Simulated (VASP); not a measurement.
# GaO: single point with PBE

GaO:

```
Ga O
1.0
     2.88109    0.00000    0.00000
    -1.44054    2.49510    0.00000
     0.00000    0.00000    7.65260
Ga O
2 2
Direct
  0.33333 0.66667 0.25000
  0.66667 0.33333 0.75000
  0.33333 0.66667 0.75000
  0.66667 0.33333 0.25000
```

```json
{
 "Program": "VASP 6.6.1",
 "Task": "single point",
 "Functional": "PBE",
 "Potentials or basis": "VASP PAW PBE potentials, release 64 (Ga_d, O)",
 "Cutoff": "520 eV",
 "k mesh": "6 × 6 × 2",
 "Occupations": "gaussian, width 0.1 eV",
 "Spin": "no spin polarisation"
}
```

- Pressure: 72.6 GPa
- Band gap on the k mesh: zero (band 19 reaches 8.72 eV, above the bottom of band 20 at 3.91 eV)

Stress tensor (GPa, compression positive):
```
107.61   0.00   0.00
  0.00 107.61   0.00
  0.00   0.00   2.54
```

Levels at points of the mesh, in eV from the Fermi level:
| k point | band 16 | band 17 | band 18 | band 19 | band 20 | band 21 | band 22 | band 23 |
| --- | --- | --- | --- | --- | --- | --- | --- | --- |
| (0.00, 0.00, 0.00) | -6.95 | -6.94 | -6.94 | -4.17 | -1.80 | -0.10 | 4.14 | 4.72 |
| (0.50, 0.00, 0.00) | -9.36 | -7.56 | -7.28 | 0.53 | 0.96 | 1.10 | 2.04 | 3.12 |
| (0.00, 0.00, 0.50) | -6.95 | -6.95 | -6.95 | -3.17 | -3.17 | 1.57 | 1.57 | 8.37 |
| (0.50, 0.00, 0.50) | -9.38 | -7.41 | -7.41 | 0.35 | 0.35 | 2.10 | 2.10 | 3.78 |

Wall time 28 s on 1 thread of Intel(R) Xeon(R) Platinum 8488C (Sapphire Rapids) (shared host), peak memory 0.17 GiB.

Caveat: the k points lie up to 0.42 Å⁻¹ apart.
